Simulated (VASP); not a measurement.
A run of VASP 6.6.1 is set up as follows.

The input POSCAR:

```
W
1.0
   -1.5850000000      1.5850000000      1.5850000000
    1.5850000000     -1.5850000000      1.5850000000
    1.5850000000      1.5850000000     -1.5850000000
W
1
Direct
    0.0000000000      0.0000000000      0.0000000000
```

The input INCAR.step1:

```
SYSTEM = W
ALGO = Normal
EDIFF = 1E-4
ENCUT = 600
GGA = PE
ISMEAR = 0
LASPH = .TRUE.
LCHARG = .FALSE.
LREAL = .FALSE.
LWAVE = .TRUE.
NELM = 80
PREC = Accurate
SIGMA = 0.1
```

Contents of INCAR.step2:

```
SYSTEM = W
ALGO = Normal
EDIFF = 1E-6
EDIFFG = -0.005
ENCUT = 600
IBRION = 2
ISIF = 3
ISMEAR = 0
ISTART = 1
LASPH = .TRUE.
LCHARG = .FALSE.
LMIXTAU = .TRUE.
LREAL = .FALSE.
LWAVE = .FALSE.
METAGGA = R2SCAN
NELM = 80
NSW = 80
PREC = Accurate
SIGMA = 0.1
```

Contents of KPOINTS:

```
k-points
0
G
  20 20 20
  0 0 0
```

Potentials or basis: VASP PAW PBE potentials, release 64 (W_sv).

The run is started by

```sh
$ cat potpaw_PBE.64/W_sv/POTCAR > POTCAR
$ cp INCAR.step1 INCAR
$ mpirun -np 1 vasp_std > vasp.out
$ cp INCAR.step2 INCAR
$ mpirun -np 1 vasp_std > vasp.out
```

**Question.** What does it give for the band gap on the k mesh?

**Answer.** Zero (bands 7 and 8 overlap by 6.55 eV).

**Question.** Predict the space group after relaxing (to 0.1 Å).

**Answer.** Im-3m (No. 229).

**Question.** What does it give for the relaxed volume?

**Answer.** 15.97 Å³/atom.

**Question.** Estimate the relaxed cell.

**Answer.** a = 2.748 Å, b = 2.748 Å, c = 2.748 Å, α = 109.47°, β = 109.47°, γ = 109.47°.

Final structure:
```yaml
crystal:
  lattice:
    - [-1.58627, 1.58627, 1.58627]
    - [1.58627, -1.58627, 1.58627]
    - [1.58627, 1.58627, -1.58627]
  atoms:
    - { symbol: W, position: [0.00000, 0.00000, 0.00000] }
```

Caveat: the PAW data sets were made with another functional, which shifts forces and pressure a little; spin-orbit coupling is left out, which moves the levels of the heavy elements.
